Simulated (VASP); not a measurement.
# CO2 (P4_2/mnm) in VASP: a series of runs

The runs below take CO2 through single point, with r2SCAN.

All numbers are computed with VASP 6.6.1; they aren't measurements. Logs are shortened: lines on timing, memory, paths and dates and some standing lists are left out, and cuts for length are marked.

## Step 1: The cell of the first run

It takes space group P4_2/mnm (No. 136, tetragonal). Conventional cell: a = 3.516 Å, b = 3.516 Å, c = 4.104 Å, α = 90.00°, β = 90.00°, γ = 90.00°. Within 1.5 Å of C (site symmetry mmm) lie 2 O at 1.14 Å. O (site symmetry m2m) has 1 C at 1.14 Å within 1.5 Å.

## Step 2: Single point, r2SCAN

POSCAR

```
CO2
1.0
    3.5161000000      0.0000000000      0.0000000000
    0.0000000000      3.5161000000      0.0000000000
    0.0000000000      0.0000000000      4.1043000000
C O
2 4
Direct
    0.0000000000      0.0000000000      0.0000000000
    0.5000000000      0.5000000000      0.5000000000
    0.2300000000      0.2300000000      0.0000000000
    0.2700000000      0.7300000000      0.5000000000
    0.7700000000      0.7700000000      0.0000000000
    0.7300000000      0.2700000000      0.5000000000
```

INCAR.step1

```
ALGO = Normal
EDIFF = 1E-4
ENCUT = 520
GGA = PE
ISMEAR = 0
LASPH = True
LCHARG = False
LREAL = False
LWAVE = True
NBANDS = 25
NELM = 100
PREC = Accurate
SIGMA = 0.01
```

INCAR.step2

```
ALGO = Normal
EDIFF = 1E-6
ENCUT = 520
ISIF = 2
ISMEAR = 0
ISTART = 1
LASPH = True
LCHARG = False
LMIXTAU = True
LREAL = False
LWAVE = False
METAGGA = R2SCAN
NBANDS = 25
NELM = 100
PREC = Accurate
SIGMA = 0.01
```

KPOINTS

```
k-points
0
Gamma
  5 5 5
```

Potentials or basis: VASP PAW PBE potentials, release 64 (C, O).

Run with:

```console
> cat potpaw_PBE.64/C/POTCAR potpaw_PBE.64/O/POTCAR > POTCAR
> cp INCAR.step1 INCAR
> mpirun -np 1 vasp_std > vasp.out
> cp INCAR.step2 INCAR
> mpirun -np 1 vasp_std > vasp.out
```

OUTCAR:

```text
EDIFF = 1E-6
   ENCUT = 520
   ISIF = 2
   ISMEAR = 0
   ISTART = 1
   LASPH = True
   LREAL = False
   METAGGA = R2SCAN
   NELM = 100
   PREC = Accurate

 ion  position               nearest neighbor table
   1  0.000  0.000  0.000-   3 1.14   5 1.14
   2  0.500  0.500  0.500-   4 1.14   6 1.14
   3  0.230  0.230  0.000-   1 1.14
   4  0.270  0.730  0.500-   2 1.14
   5  0.770  0.770  0.000-   1 1.14
   6  0.730  0.270  0.500-   2 1.14

  LATTYP: Found a simple tetragonal cell.
 ALAT       =     3.5161000000
 C/A-ratio  =     1.1672876198

  Lattice vectors:

 A1 = (   3.5161000000,   0.0000000000,   0.0000000000)
 A2 = (   0.0000000000,   3.5161000000,   0.0000000000)
 A3 = (   0.0000000000,   0.0000000000,   4.1043000000)

Analysis of symmetry for initial positions (statically):
=====================================================================
 Subroutine PRICEL returns:
 Original cell was already a primitive cell.

 Routine SETGRP: Setting up the symmetry group for a
 simple tetragonal supercell.

 Subroutine GETGRP returns: Found 16 space group operations
 (whereof  8 operations were pure point group operations)
 out of a pool of 16 trial point group operations.

The static configuration has the point symmetry D_2h.
 The point group associated with its full space group is D_4h.

Analysis of symmetry for dynamics (positions and initial velocities):
=====================================================================
 Subroutine PRICEL returns:
 Original cell was already a primitive cell.

 Routine SETGRP: Setting up the symmetry group for a
 simple tetragonal supercell.

 Subroutine GETGRP returns: Found 16 space group operations
 (whereof  8 operations were pure point group operations)
 out of a pool of 16 trial point group operations.

The dynamic configuration has the point symmetry D_2h.
 The point group associated with its full space group is D_4h.

 Subroutine INISYM returns: Found 16 space group operations
 (whereof  8 operations are pure point group operations),
 and found     1 'primitive' translations

----------------------------------------------------------------------------------------

[... 90 lines left out ...]
   LASPH  =      T    aspherical Exc in radial PAW
   ENCUT  =  520.0 eV  38.22 Ry    6.18 a.u.   6.54  6.54  7.63*2*pi/ulx,y,z
   NELM   =    100;   NELMIN=  2; NELMDL=  0     # of ELM steps
   EDIFF  = 0.1E-05   stopping-criterion for ELM
   LREAL  =      F    real-space projection
   EDIFFG = 0.1E-04   stopping-criterion for IOM
   NSW    =      0    number of steps for IOM
   IBRION =     -1    ionic relax: 0-MD 1-quasi-New 2-CG
   NFREE  =      0    steps in history (QN), initial steepest desc. (CG)
   ISIF   =      2    stress and relaxation
   ISYM   =      2    0-nonsym 1-usesym 2-fastsym
   POTIM  = 0.5000    time-step for ionic-motion
   TEBEG  =    0.0;   TEEND  =   0.0 temperature during run
   PSTRESS=    0.0 pullay stress
   NELECT =      32.0000    total number of electrons
   NUPDOWN=      -1.0000    fix difference up-down
   EMIN   =  10.00;   EMAX   =-10.00  energy-range for DOS
   EFERMI =   0.00;   METHOD = LEGACY
   ISMEAR =     0;   SIGMA  =   0.01  broadening in eV -4-tet -1-fermi 0-gaus
   EFERMI_NEDOS =   21; number of points for ismear=-14 and -15
   IALGO  =     38    algorithm
   IMIX   =      4    mixing-type and parameters
     AMIX     =   0.40;   BMIX     =  1.00
     AMIX_MAG =   1.60;   BMIX_MAG =  1.00
  volume/ion in A,a.u.               =       8.46        57.07
  Fermi-wavevector in a.u.,A,eV,Ry     =   1.403905  2.652995 26.816383  1.970949
  Thomas-Fermi vector in A             =   2.526520
   LORBIT       =      0    0 simple, 1 ext, 2 COOP (PROOUT), +10 PAW based schemes
   METAGGA = R2SCAN    functional components
   LHFCALC =     F    Hartree Fock is set to
   AEXX    =    0.0000 exact exchange contribution
   IVDW    =     0    specifies the selected vdW correction
   LEPSILON=     F    determine dielectric tensor
   LRPA    =     F    only Hartree local field effects (RPA)
 non-spin polarized calculation
 Gauss-broadening in eV      SIGMA  =   0.01
  energy-cutoff  :      520.00
  volume of cell :       50.74
 maximum number of plane-waves:      1384
 NGX is ok and might be reduce to    28
   NGX = 13   NGY = 13   NGZ = 15

 number of electron      32.0000018 magnetization

 Free energy of the ion-electron system (eV)
  ---------------------------------------------------
  ext. energy  EPLUGINS =         0.00000000
  ---------------------------------------------------
  free energy    TOTEN  =       -49.88933237 eV

  energy without entropy =      -49.88933237  energy(sigma->0) =      -49.88933237

 E-fermi :   1.0094     XC(G=0): -11.5056

 val. band max:        0.8479633378   @ k =   0.4000   0.4000   0.0000
 cond. band min:       7.4794401049   @ k =   0.0000   0.0000   0.0000
 fundamental gap:      6.6314767671
 Fermi energy:         1.0093907423

 k-point     1 :       0.0000    0.0000    0.0000
  band No.  band energies     occupation
      1     -23.0939      2.00000
      2     -21.7856      2.00000
      3     -20.8656      2.00000
      4     -20.8656      2.00000
      5      -6.8039      2.00000
      6      -6.7109      2.00000
[... 493 lines left out ...]
     24      17.4330      0.00000
     25      18.9338      0.00000

------------------------ aborting loop because EDIFF is reached ----------------------------------------

  FORCE on cell =-STRESS in cart. coord.  units (eV):
  Direction    XX          YY          ZZ          XY          YZ          ZX
  --------------------------------------------------------------------------------------
  -------------------------------------------------------------------------------------
  Total       11.7755643     11.7755643      7.5176605      0.0000000      0.0000000      0.0000000
  in kB      371.8183148    371.8183148    237.3732394      0.0000000      0.0000000      0.0000000
  external PRESSURE =     327.0032896 kB  Pullay stress =       0.0000000 kB

 VOLUME and BASIS-vectors are now :
 -----------------------------------------------------------------------------
  energy-cutoff  :      520.00
  volume of cell :       50.74
      direct lattice vectors                 reciprocal lattice vectors
     3.516100000  0.000000000  0.000000000     0.284406018  0.000000000  0.000000000
     0.000000000  3.516100000  0.000000000     0.000000000  0.284406018  0.000000000
     0.000000000  0.000000000  4.104300000     0.000000000  0.000000000  0.243646907

 POSITION                                       TOTAL-FORCE (eV/Angst)
 -----------------------------------------------------------------------------------
      0.00000      0.00000      0.00000        -0.000000      0.000000      0.000000
      1.75805      1.75805      2.05215        -0.000000      0.000000      0.000000
      0.80870      0.80870      0.00000         1.205295      1.205295      0.000000
      0.94935      2.56675      2.05215        -1.205295      1.205295      0.000000
      2.70740      2.70740      0.00000        -1.205295     -1.205295     -0.000000
      2.56675      0.94935      2.05215         1.205295     -1.205295      0.000000
 -----------------------------------------------------------------------------------
    total drift:                                0.000000     -0.000000      0.000000

  FREE ENERGIE OF THE ION-ELECTRON SYSTEM (eV)
  ---------------------------------------------------
  free  energy   TOTEN  =       -49.8893323681 eV

  energy  without entropy=      -49.8893323681  energy(sigma->0) =      -49.88933237
```

Wall time 60 s (1 thread of Intel Xeon Platinum 8488C (Sapphire Rapids), shared host); peak memory 0.17 GiB.

What came out:

```yaml
Free_energy: -49.8893 eV
Pressure: 32.7 GPa
Largest_force: 1.705 eV/Å
Band_gap_on_the_k_mesh: 6.63 eV, indirect (least direct gap 7.60 eV)
```

Forces on the atoms (eV/Å):
```
C    0.000  0.000  0.000
C    0.000  0.000  0.000
O    1.205  1.205  0.000
O   -1.205  1.205  0.000
O   -1.205 -1.205  0.000
O    1.205 -1.205  0.000
```

Stress tensor (GPa, compression positive):
```
37.18  0.00  0.00
 0.00 37.18  0.00
 0.00  0.00 23.74
```

Caveat: the PAW data sets were made with another functional, which shifts forces and pressure a little.

## Step 3: Single point, r2SCAN

POSCAR is that of step 2.

INCAR.step1

```
SYSTEM = CO2
ALGO = Normal
EDIFF = 1E-4
ENCUT = 520
GGA = PE
ISMEAR = 0
LASPH = .TRUE.
LCHARG = .FALSE.
LREAL = .FALSE.
LWAVE = .TRUE.
NBANDS = 25
NELM = 80
PREC = Accurate
SIGMA = 0.01
```

INCAR.step2

```
SYSTEM = CO2
ALGO = Normal
EDIFF = 1E-6
ENCUT = 520
ISIF = 2
ISMEAR = 0
ISTART = 1
LASPH = .TRUE.
LCHARG = .FALSE.
LMIXTAU = .TRUE.
LREAL = .FALSE.
LWAVE = .FALSE.
METAGGA = R2SCAN
NBANDS = 25
NELM = 80
PREC = Accurate
SIGMA = 0.01
```

KPOINTS

```
k-points
0
G
  5 5 5
  0 0 0
```

Potentials or basis: VASP PAW PBE potentials, release 64 (C, O).

Run with:

```console
> cat potpaw_PBE.64/C/POTCAR potpaw_PBE.64/O/POTCAR > POTCAR
> cp INCAR.step1 INCAR
> mpirun -np 1 vasp_std > vasp.out
> cp INCAR.step2 INCAR
> mpirun -np 1 vasp_std > vasp.out
```

It took 64 s on 1 thread of Intel Xeon Platinum 8488C (Sapphire Rapids), shared host; peak memory 0.17 GiB.

The run converged. Its results:

```
Free energy            : -49.8893 eV
Pressure               : 32.7 GPa
Largest force          : 1.705 eV/Å
Band gap on the k mesh : 6.63 eV, indirect (least direct gap 7.60 eV)
```

Forces in eV/Å, atoms in the order of the input:
```
C    0.000  0.000  0.000
C    0.000  0.000  0.000
O    1.205  1.205  0.000
O   -1.205  1.205  0.000
O   -1.205 -1.205  0.000
O    1.205 -1.205  0.000
```

Stress tensor (GPa, compression positive):
```
37.18  0.00  0.00
 0.00 37.18  0.00
 0.00  0.00 23.74
```

Levels at points of the mesh, in eV from the valence-band top:
```
           k point  band 12  band 13  band 14  band 15  band 16  band 17  band 18  band 19  band 20  band 21
(0.00, 0.00, 0.00)    -3.55    -3.29    -1.81    -1.30    -1.30     6.63     7.29     7.29     8.10    10.92
```

Caveat: the PAW data sets were made with another functional, which shifts forces and pressure a little. r2SCAN opens gaps a little over a GGA but as a rule still falls short of measured ones.
